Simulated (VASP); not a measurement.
Write the native input for VASP 6.6.1 that does the following.

- Task: single point
- Functional: PBE
- Potentials or basis: VASP PAW PBE potentials, release 64 (Sc_sv, W_sv)
- Cutoff: 520 eV
- k mesh: 6 × 6 × 6
- Occupations: gaussian, width 0.1 eV
- Spin: no spin polarisation
- Dipole correction: no
- Further INCAR settings: ALGO = Normal; EDIFF = 1e-06; NBANDS = 25

The structure of Sc2W lies in POSCAR:

```
Sc2W
1.0
    4.8683158970      0.0000000000      0.0000000000
   -2.4341579485      4.2160852405      0.0000000000
    0.0000000000      0.0000000000      2.8372579135
Sc W
2 1
Direct
    0.3333333333      0.6666666667      0.5000000000
    0.6666666667      0.3333333333      0.5000000000
    0.0000000000      0.0000000000      0.0000000000
```

These files were run (other wordings do the same):

INCAR

```
SYSTEM = Sc2W
PREC = Accurate
ENCUT = 520
EDIFF = 1E-6
ISMEAR = 0
SIGMA = 0.1
LREAL = .FALSE.
LASPH = .TRUE.
NELM = 100
ALGO = Normal
ISIF = 2
LWAVE = .FALSE.
LCHARG = .TRUE.
GGA = PE
LELF = .TRUE.
LVHAR = .TRUE.
NBANDS = 25
```

KPOINTS

```
regular mesh
0
G
  6 6 6
  0 0 0
```

Potentials or basis: VASP PAW PBE potentials, release 64 (Sc_sv, W_sv).

Command:

```sh
$ cat potpaw_PBE.64/Sc_sv/POTCAR potpaw_PBE.64/W_sv/POTCAR > POTCAR
$ mpirun -np 1 vasp_std > vasp.out
```

Results of the run:

```
Pressure               : 0.3 GPa
Band gap on the k mesh : zero (band 18 reaches 6.49 eV, above the bottom of band 19 at 5.99 eV)
```

Caveat: the k points lie up to 0.37 Å⁻¹ apart; spin-orbit coupling is left out, which moves the levels of the heavy elements.

Wall time 41 s on 1 thread of AMD EPYC 9R45 (Zen 5), on a shared host, peak memory 0.17 GiB.
